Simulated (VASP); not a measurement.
Input of a VASP 6.6.1 run:

Contents of INCAR:

```
SYSTEM = TiO2
PREC = Accurate ; ENCUT = 600
EDIFF = 1E-6 ; ISMEAR = 0
SIGMA = 0.02 ; LREAL = .False.
LASPH = .True. ; NELM = 120
ALGO = Normal ; ISIF = 2
LWAVE = .False. ; LCHARG = .False.
GGA = PE ; NBANDS = 33
GGA_COMPAT = .False.
```

Contents of KPOINTS:

```
regular mesh
0
Gamma
  10 10 10
  0 0 0
```

Contents of POSCAR:

```
TiO2
1.0
   -1.8905748222      1.8905748222      4.7491950538
    1.8905748222     -1.8905748222      4.7491950538
    1.8905748222      1.8905748222     -4.7491950538
Ti O
2 4
Direct
    0.0000000000      0.0000000000      0.0000000000
    0.7500000000      0.2500000000      0.5000000000
    0.2090062826      0.2090062826      0.0000000000
    0.9590062826      0.4590062826      0.5000000000
    0.5409937174      0.0409937174      0.5000000000
    0.7909937174      0.7909937174      0.0000000000
```

Potentials or basis: VASP PAW PBE potentials, release 64 (Ti_sv, O).

Command:

```console
$ cat potpaw_PBE.64/Ti_sv/POTCAR potpaw_PBE.64/O/POTCAR > POTCAR
$ mpirun -np 1 vasp_std > vasp.out
```

Question: Predict the largest force.

Answer: 0.020 eV/Å.

Question: Estimate the band gap on the k mesh.

Answer: 2.09 eV (least direct gap 2.45 eV).

Forces on the atoms (eV/Å):
```
Ti   0.000  0.000  0.000
Ti   0.000  0.000  0.000
O    0.000  0.000  0.020
O    0.000  0.000  0.020
O    0.000  0.000 -0.020
O    0.000  0.000 -0.020
```

 A k mesh can miss the band edges.
